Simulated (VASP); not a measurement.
# GaN (P6_3mc) in VASP: a series of runs

GaN is run at these levels: PBE; tasks: single point.

All numbers are computed with VASP 6.6.1; they aren't measurements. Logs are shortened: lines on timing, memory, paths and dates and some standing lists are left out, and cuts for length are marked.

### 1 The cell of the first run

It takes space group P6_3mc (No. 186, hexagonal). Conventional cell: a = 3.219 Å, b = 3.219 Å, c = 5.244 Å, α = 90.00°, β = 90.00°, γ = 120.00°. Ga (site symmetry 3m) has 4 N at 1.97 to 1.98 Å within 2.6 Å. N (site symmetry 3m) has 4 Ga at 1.97 to 1.98 Å within 2.6 Å.

### 2 Single point, PBE

Input file INCAR:

```
PREC = Accurate
ENCUT = 520
EDIFF = 1E-6
ISMEAR = 0
SIGMA = 0.01
LREAL = Auto
LASPH = T
NELM = 60
ALGO = Normal
ISIF = 2
LWAVE = F
LCHARG = T
GGA = PE
LELF = T
LVHAR = T
ISYM = 0
NBANDS = 166
```

Input file KPOINTS:

```
Automatic mesh
0
Gamma
  2 2 2
  0.5 0.5 0.5
```

Input file POSCAR:

```
GaN
1.0
    6.4372426918      0.0000000000      0.0000000000
   -3.2186213459      5.5748157015      0.0000000000
    0.0000000000      0.0000000000     10.4870679887
Ga N
16 16
Direct
    0.3333333334      0.1666666666      0.2495684330
    0.1666666666      0.3333333334      0.4995684330
    0.3333333334      0.1666666666      0.7495684330
    0.1666666666      0.3333333334      0.9995684330
    0.3333333334      0.6666666666      0.2495684330
    0.1666666666      0.8333333333      0.4995684330
    0.3333333334      0.6666666666      0.7495684330
    0.1666666666      0.8333333333      0.9995684330
    0.8333333333      0.1666666666      0.2495684330
    0.6666666666      0.3333333334      0.4995684330
    0.8333333333      0.1666666666      0.7495684330
    0.6666666666      0.3333333334      0.9995684330
    0.8333333333      0.6666666666      0.2495684330
    0.6666666666      0.8333333333      0.4995684330
    0.8333333333      0.6666666666      0.7495684330
    0.6666666666      0.8333333333      0.9995684330
    0.3333333334      0.1666666666      0.4379315670
    0.1666666666      0.3333333334      0.1879315670
    0.3333333334      0.1666666666      0.9379315670
    0.1666666666      0.3333333334      0.6879315670
    0.3333333334      0.6666666666      0.4379315670
    0.1666666666      0.8333333333      0.1879315670
    0.3333333334      0.6666666666      0.9379315670
    0.1666666666      0.8333333333      0.6879315670
    0.8333333333      0.1666666666      0.4379315670
    0.6666666666      0.3333333334      0.1879315670
    0.8333333333      0.1666666666      0.9379315670
    0.6666666666      0.3333333334      0.6879315670
    0.8333333333      0.6666666666      0.4379315670
    0.6666666666      0.8333333333      0.1879315670
    0.8333333333      0.6666666666      0.9379315670
    0.6666666666      0.8333333333      0.6879315670
```

Potentials or basis: VASP PAW PBE potentials, release 64 (Ga_d, N).

Launch:

```bash
$ cat potpaw_PBE.64/Ga_d/POTCAR potpaw_PBE.64/N/POTCAR > POTCAR
$ mpirun -np 1 vasp_std > vasp.out
```

OUTCAR:

```text
PREC = Accurate
   ENCUT = 520
   EDIFF = 1E-6
   ISMEAR = 0
   LREAL = Auto
   LASPH = T
   NELM = 60
   ISIF = 2
   GGA = PE
   ISYM = 0

 ion  position               nearest neighbor table
   1  0.333  0.167  0.250-  26 1.97  22 1.97  18 1.97  17 1.98
   2  0.167  0.333  0.500-  21 1.97  25 1.97  17 1.97  20 1.98
   3  0.333  0.167  0.750-  28 1.97  24 1.97  20 1.97  19 1.98
   4  0.167  0.333  1.000-  23 1.97  27 1.97  19 1.97  18 1.98
   5  0.333  0.667  0.250-  30 1.97  18 1.97  22 1.97  21 1.98
   6  0.167  0.833  0.500-  29 1.97  17 1.97  21 1.97  24 1.98
[... 24 lines left out ...]
  31  0.833  0.667  0.938-  12 1.97   8 1.97  16 1.97  15 1.98
  32  0.667  0.833  0.688-   7 1.97  11 1.97  15 1.97  14 1.98

IMPORTANT INFORMATION: All symmetrisations will be switched off!
NOSYMM: (Re-)initialisation of all symmetry stuff for point group C_1.

----------------------------------------------------------------------------------------

                                     Primitive cell

  volume of cell :     376.3436

  direct lattice vectors                    reciprocal lattice vectors
     6.437242692  0.000000000  0.000000000     0.155346015  0.089689064  0.000000000
    -3.218621346  5.574815702  0.000000000     0.000000000  0.179378127  0.000000000
     0.000000000  0.000000000 10.487067989     0.000000000  0.000000000  0.095355537

  length of vectors
     6.437242692  6.437242692 10.487067989     0.179378127  0.179378127  0.095355537

  position of ions in fractional coordinates (direct lattice)
     0.333333333  0.166666667  0.249568433
     0.166666667  0.333333333  0.499568433
     0.333333333  0.166666667  0.749568433
     0.166666667  0.333333333  0.999568433
     0.333333333  0.666666667  0.249568433
     0.166666667  0.833333333  0.499568433
[... 24 lines left out ...]
     0.833333333  0.666666667  0.937931567
     0.666666667  0.833333333  0.687931567

  ion indices of the primitive-cell ions
   primitive index   ion index
                 1           1
                 2           2
                 3           3
                 4           4
                 5           5
                 6           6
[... 24 lines left out ...]
                31          31
                32          32

----------------------------------------------------------------------------------------

 KPOINTS: Automatic mesh

Automatic generation of k-mesh.
 Grid dimensions read from file:
 generate k-points for:    2    2    2

 Generating k-lattice:

  Cartesian coordinates                     Fractional coordinates (reciprocal lattice)
     0.077673008  0.044844532  0.000000000     0.500000000 -0.000000000  0.000000000
     0.000000000  0.089689064  0.000000000     0.000000000  0.500000000  0.000000000
     0.000000000  0.000000000  0.047677769     0.000000000  0.000000000  0.500000000

  Length of vectors
     0.089689064  0.089689064  0.047677769

  Shift w.r.t. Gamma in fractional coordinates (k-lattice)
     0.500000000  0.500000000  0.500000000

 Subroutine IBZKPT returns following result:
 ===========================================

 Found     12 irreducible k-points:

 Following reciprocal coordinates:
            Coordinates               Weight
  0.250000  0.250000  0.250000      2.000000
 -0.250000  0.500000  0.250000      2.000000
  0.500000  0.250000  0.250000      2.000000
 -0.250000 -0.250000  0.250000      2.000000
  0.250000  0.500000  0.250000      2.000000
  0.500000 -0.250000  0.250000      2.000000
 -0.250000  0.250000  0.250000      2.000000
 -0.250000  0.000000  0.250000      2.000000
  0.000000 -0.250000  0.250000      2.000000
  0.250000 -0.250000  0.250000      2.000000
  0.250000 -0.000000  0.250000      2.000000
  0.000000  0.250000  0.250000      2.000000
   k-points           NKPTS =     12   k-points in BZ     NKDIM =     12   number of bands    NBANDS=    166
   number of dos      NEDOS =    301   number of ions     NIONS =     32
   total plane-waves  NPLWV = 184320
   dimension x,y,z NGX =    48 NGY =   48 NGZ =   80
   dimension x,y,z NGXF=    96 NGYF=   96 NGZF=  160
   ions per type =              16  16
   NGX,Y,Z   is equivalent  to a cutoff of  12.40, 12.40, 12.68 a.u.
   NGXF,Y,Z  is equivalent  to a cutoff of  24.79, 24.79, 25.36 a.u.
 SYSTEM =  unknown system
   PREC   = accura    normal or accurate (medium, high low for compatibility)
   ISTART =      0    job   : 0-new  1-cont  2-samecut
   ICHARG =      2    charge: 1-file 2-atom 10-const
   ISPIN  =      1    spin polarized calculation?
   LNONCOLLINEAR =      F non collinear calculations
   LSORBIT =      F    spin-orbit coupling
   LASPH  =      T    aspherical Exc in radial PAW
   ENCUT  =  520.0 eV  38.22 Ry    6.18 a.u.  11.97 11.97 19.50*2*pi/ulx,y,z
   NELM   =     60;   NELMIN=  2; NELMDL= -5     # of ELM steps
   EDIFF  = 0.1E-05   stopping-criterion for ELM
   LREAL  =      T    real-space projection
   EDIFFG = 0.1E-04   stopping-criterion for IOM
   NSW    =      0    number of steps for IOM
   IBRION =     -1    ionic relax: 0-MD 1-quasi-New 2-CG
   NFREE  =      0    steps in history (QN), initial steepest desc. (CG)
   ISIF   =      2    stress and relaxation
   ISYM   =      0    0-nonsym 1-usesym 2-fastsym
   POTIM  = 0.5000    time-step for ionic-motion
   TEBEG  =    0.0;   TEEND  =   0.0 temperature during run
   PSTRESS=    0.0 pullay stress
   NELECT =     288.0000    total number of electrons
   NUPDOWN=      -1.0000    fix difference up-down
   EMIN   =  10.00;   EMAX   =-10.00  energy-range for DOS
   EFERMI =   0.00;   METHOD = LEGACY
   ISMEAR =     0;   SIGMA  =   0.01  broadening in eV -4-tet -1-fermi 0-gaus
   EFERMI_NEDOS =   21; number of points for ismear=-14 and -15
   IALGO  =     38    algorithm
   IMIX   =      4    mixing-type and parameters
     AMIX     =   0.40;   BMIX     =  1.00
     AMIX_MAG =   1.60;   BMIX_MAG =  1.00
  volume/ion in A,a.u.               =      11.76        79.37
  Fermi-wavevector in a.u.,A,eV,Ry     =   1.497422  2.829717 30.507965  2.242272
  Thomas-Fermi vector in A             =   2.609312
   LORBIT       =      0    0 simple, 1 ext, 2 COOP (PROOUT), +10 PAW based schemes
   GGA     = PE    functional components
   LHFCALC =     F    Hartree Fock is set to
   AEXX    =    0.0000 exact exchange contribution
   IVDW    =     0    specifies the selected vdW correction
   LEPSILON=     F    determine dielectric tensor
   LRPA    =     F    only Hartree local field effects (RPA)
 non-spin polarized calculation
 Gauss-broadening in eV      SIGMA  =   0.01
  energy-cutoff  :      520.00
  volume of cell :      376.34
 maximum number of plane-waves:     10144
   NGX = 23   NGY = 23   NGZ = 39

 number of electron     287.9999652 magnetization

 Free energy of the ion-electron system (eV)
  ---------------------------------------------------
  ext. energy  EPLUGINS =         0.00000000
  ---------------------------------------------------
  free energy    TOTEN  =      -194.79455162 eV

  energy without entropy =     -194.79455162  energy(sigma->0) =     -194.79455162

 E-fermi :   4.8792     XC(G=0): -11.5156

 val. band max:        4.8162150286   @ k =  -0.2500   0.2500   0.2500
 cond. band min:       8.0127924311   @ k =   0.2500  -0.0000   0.2500
 fundamental gap:      3.1965774025
 Fermi energy:         4.8791750397

 k-point     1 :       0.2500    0.2500    0.2500
  band No.  band energies     occupation
      1     -10.3274      2.00000
      2     -10.1171      2.00000
      3     -10.0493      2.00000
      4     -10.0492      2.00000
      5      -9.9230      2.00000
      6      -9.9229      2.00000
[... 148 lines left out ...]
    155      10.8557      0.00000
    156      10.9983      0.00000

 k-point     2 :      -0.2500    0.5000    0.2500
  band No.  band energies     occupation
      1     -10.3274      2.00000
      2     -10.1171      2.00000
      3     -10.0493      2.00000
      4     -10.0493      2.00000
      5      -9.9229      2.00000
      6      -9.9229      2.00000
[... 148 lines left out ...]
    155      10.8557      0.00000
    156      10.9983      0.00000

 k-point     3 :       0.5000    0.2500    0.2500
  band No.  band energies     occupation
      1     -10.3274      2.00000
      2     -10.1171      2.00000
      3     -10.0493      2.00000
      4     -10.0492      2.00000
      5      -9.9229      2.00000
      6      -9.9229      2.00000
[... 148 lines left out ...]
    155      10.8557      0.00000
    156      10.9983      0.00000

 k-point     4 :      -0.2500   -0.2500    0.2500
  band No.  band energies     occupation
      1     -10.3274      2.00000
      2     -10.1171      2.00000
      3     -10.0493      2.00000
      4     -10.0492      2.00000
      5      -9.9230      2.00000
      6      -9.9229      2.00000
[... 148 lines left out ...]
    155      10.8557      0.00000
    156      10.9983      0.00000

 k-point     5 :       0.2500    0.5000    0.2500
  band No.  band energies     occupation
      1     -10.3274      2.00000
      2     -10.1171      2.00000
      3     -10.0493      2.00000
      4     -10.0493      2.00000
      5      -9.9229      2.00000
      6      -9.9229      2.00000
[... 148 lines left out ...]
    155      10.8557      0.00000
    156      10.9983      0.00000

 k-point     6 :       0.5000   -0.2500    0.2500
  band No.  band energies     occupation
      1     -10.3274      2.00000
      2     -10.1171      2.00000
      3     -10.0493      2.00000
      4     -10.0492      2.00000
      5      -9.9229      2.00000
      6      -9.9229      2.00000
[... 148 lines left out ...]
    155      10.8557      0.00000
    156      10.9983      0.00000

 k-point     7 :      -0.2500    0.2500    0.2500
  band No.  band energies     occupation
      1     -10.5526      2.00000
      2     -10.2870      2.00000
      3     -10.0032      2.00000
      4      -9.9848      2.00000
      5      -9.8960      2.00000
      6      -9.8960      2.00000
[... 148 lines left out ...]
    155      10.2437      0.00000
    156      10.4254      0.00000

 k-point     8 :      -0.2500    0.0000    0.2500
  band No.  band energies     occupation
      1     -10.5526      2.00000
      2     -10.2870      2.00000
      3     -10.0032      2.00000
      4      -9.9848      2.00000
      5      -9.8960      2.00000
      6      -9.8960      2.00000
[... 148 lines left out ...]
    155      10.2437      0.00000
    156      10.4254      0.00000

 k-point     9 :       0.0000   -0.2500    0.2500
  band No.  band energies     occupation
      1     -10.5526      2.00000
      2     -10.2870      2.00000
      3     -10.0032      2.00000
      4      -9.9848      2.00000
      5      -9.8960      2.00000
      6      -9.8960      2.00000
[... 148 lines left out ...]
    155      10.2437      0.00000
    156      10.4254      0.00000

 k-point    10 :       0.2500   -0.2500    0.2500
  band No.  band energies     occupation
      1     -10.5526      2.00000
      2     -10.2870      2.00000
      3     -10.0032      2.00000
      4      -9.9848      2.00000
      5      -9.8960      2.00000
      6      -9.8960      2.00000
[... 148 lines left out ...]
    155      10.2437      0.00000
    156      10.4254      0.00000

 k-point    11 :       0.2500   -0.0000    0.2500
  band No.  band energies     occupation
      1     -10.5526      2.00000
      2     -10.2870      2.00000
      3     -10.0032      2.00000
      4      -9.9848      2.00000
      5      -9.8960      2.00000
      6      -9.8960      2.00000
[... 148 lines left out ...]
    155      10.2437      0.00000
    156      10.4254      0.00000

 k-point    12 :       0.0000    0.2500    0.2500
  band No.  band energies     occupation
      1     -10.5526      2.00000
      2     -10.2870      2.00000
      3     -10.0032      2.00000
      4      -9.9848      2.00000
      5      -9.8960      2.00000
      6      -9.8960      2.00000
[... 148 lines left out ...]
    155      10.2437      0.00000
    156      10.4254      0.00000
 [bands above 156 left out]

------------------------ aborting loop because EDIFF is reached ----------------------------------------

  FORCE on cell =-STRESS in cart. coord.  units (eV):
  Direction    XX          YY          ZZ          XY          YZ          ZX
  --------------------------------------------------------------------------------------
  -------------------------------------------------------------------------------------
  Total       -0.1839240     -0.1846526      0.3135358     -0.0003189      0.0000329     -0.0000035
  in kB       -0.7830050     -0.7861066      1.3347910     -0.0013575      0.0001401     -0.0000149
  external PRESSURE =      -0.0781069 kB  Pullay stress =       0.0000000 kB

 VOLUME and BASIS-vectors are now :
 -----------------------------------------------------------------------------
  energy-cutoff  :      520.00
  volume of cell :      376.34
      direct lattice vectors                 reciprocal lattice vectors
     6.437242692  0.000000000  0.000000000     0.155346015  0.089689064  0.000000000
    -3.218621346  5.574815702  0.000000000     0.000000000  0.179378127  0.000000000
     0.000000000  0.000000000 10.487067989     0.000000000  0.000000000  0.095355537

 POSITION                                       TOTAL-FORCE (eV/Angst)
 -----------------------------------------------------------------------------------
      1.60931      0.92914      2.61724        -0.000008      0.000006     -0.001356
     -0.00000      1.85827      5.23901         0.000012     -0.000026     -0.001348
      1.60931      0.92914      7.86078         0.000000      0.000004     -0.001349
     -0.00000      1.85827     10.48254         0.000010     -0.000003     -0.001346
      0.00000      3.71654      2.61724        -0.000004      0.000013     -0.001366
     -1.60931      4.64568      5.23901         0.000003      0.000014     -0.001345
[... 24 lines left out ...]
      3.21862      3.71654      9.83615        -0.000013      0.000011      0.001344
      1.60931      4.64568      7.21439         0.000012      0.000004      0.001359
 -----------------------------------------------------------------------------------
    total drift:                                0.000003     -0.000000      0.014777

  FREE ENERGIE OF THE ION-ELECTRON SYSTEM (eV)
  ---------------------------------------------------
  free  energy   TOTEN  =      -194.7945516217 eV

  energy  without entropy=     -194.7945516217  energy(sigma->0) =     -194.79455162
```

It took 49 min on 1 thread of Intel Xeon Platinum 8259CL at 2.50GHz (Skylake/Cascade Lake), shared host; peak memory 0.71 GiB.

What came out:

| Item | Value |
| --- | --- |
| Free energy | -194.7946 eV |
| Pressure | 0.0 GPa |
| Band gap on the k mesh | 3.20 eV |

Caveat: the k points lie up to 0.56 Å⁻¹ apart; a shifted mesh leaves out Γ, where band edges can lie. A k mesh can miss the band edges.

### 3 Single point, PBE

Input file INCAR:

```
PREC = Accurate
ENCUT = 520
EDIFF = 1E-6
ISMEAR = 0
SIGMA = 0.01
LREAL = Auto
LASPH = True
NELM = 80
ALGO = Normal
ISIF = 2
LWAVE = False
LCHARG = False
GGA = PE
NBANDS = 166
```

Input file KPOINTS:

```
Automatic mesh
0
Gamma
  1 1 1
  0.25 0.25 0.25
```

POSCAR is that of step 2.

Potentials or basis: VASP PAW PBE potentials, release 64 (Ga_d, N).

Launch:

```bash
$ cat potpaw_PBE.64/Ga_d/POTCAR potpaw_PBE.64/N/POTCAR > POTCAR
$ mpirun -np 1 vasp_std > vasp.out
```

It took 3 min on 1 thread of Intel Xeon Platinum 8488C (Sapphire Rapids), shared host; peak memory 0.44 GiB.

Results (log left out):

```
Free energy            : -198.5118 eV
Pressure               : -0.8 GPa
Largest force          : 0.061 eV/Å
Band gap on the k mesh : 4.51 eV
```

Forces on the atoms (eV/Å):
```
Ga   0.000  0.000 -0.061
Ga   0.000  0.000 -0.061
Ga   0.000  0.000 -0.061
Ga   0.000  0.000 -0.061
Ga   0.000  0.000 -0.061
Ga   0.000  0.000 -0.061
Ga   0.000  0.000 -0.061
Ga   0.000  0.000 -0.061
Ga   0.000  0.000 -0.061
Ga   0.000  0.000 -0.061
Ga   0.000  0.000 -0.061
Ga   0.000  0.000 -0.061
Ga   0.000  0.000 -0.061
Ga   0.000  0.000 -0.061
Ga   0.000  0.000 -0.061
Ga   0.000  0.000 -0.061
N    0.000  0.000  0.061
N    0.000  0.000  0.061
N    0.000  0.000  0.061
N    0.000  0.000  0.061
N    0.000  0.000  0.061
N    0.000  0.000  0.061
N    0.000  0.000  0.061
N    0.000  0.000  0.061
N    0.000  0.000  0.061
N    0.000  0.000  0.061
N    0.000  0.000  0.061
N    0.000  0.000  0.061
N    0.000  0.000  0.061
N    0.000  0.000  0.061
N    0.000  0.000  0.061
N    0.000  0.000  0.061
```

Stress tensor (GPa, compression positive):
```
-1.80  0.00  0.00
 0.00 -1.80  0.00
 0.00  0.00  1.27
```

Levels at points of the mesh, in eV from the valence-band top:
```csv
k point,band 140,band 141,band 142,band 143,band 144,band 145,band 146,band 147,band 148,band 149
"(0.25, 0.25, 0.25)",-0.52,-0.52,-0.50,-0.09,0.00,4.51,5.29,5.48,5.48,5.52
```

Caveat: the k points lie up to 1.13 Å⁻¹ apart, too coarse for converged energies, forces and pressures; a shifted mesh leaves out Γ, where band edges can lie. A k mesh can miss the band edges.
